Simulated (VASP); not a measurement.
Here is a VASP 6.6.1 calculation.

The input INCAR:

```
PREC = Accurate
ENCUT = 520
EDIFF = 1E-7
ISMEAR = -1
SIGMA = 0.02
LREAL = F
LASPH = T
NELM = 60
ALGO = Normal
ISIF = 2
LWAVE = F
LCHARG = F
GGA = PE
NBANDS = 11
```

The input KPOINTS:

```
Automatic mesh
0
Gamma
  10 10 10
```

POSCAR

```
SiC
1.0
    0.0000000000      2.1998328745      2.1639622962
    2.1998328745      0.0000000000      2.1639622962
    2.1998328745      2.1998328745      0.0000000000
Si C
1 1
Direct
    0.0000000000      0.0000000000      0.0000000000
    0.2500000000      0.2500000000      0.2500000000
```

Potentials or basis: VASP PAW PBE potentials, release 64 (Si, C).

Run with:

```console
$ cat potpaw_PBE.64/Si/POTCAR potpaw_PBE.64/C/POTCAR > POTCAR
$ mpirun -np 1 vasp_std > vasp.out
```

(1) Estimate the band gap on the k mesh.

(2) Predict the pressure.

Results:

(1) 1.20 eV, indirect (least direct gap 4.51 eV).

(2) 0.5 GPa.

Caveat: the cell differs from its parent crystal (epitaxial xy strain +1.0%).
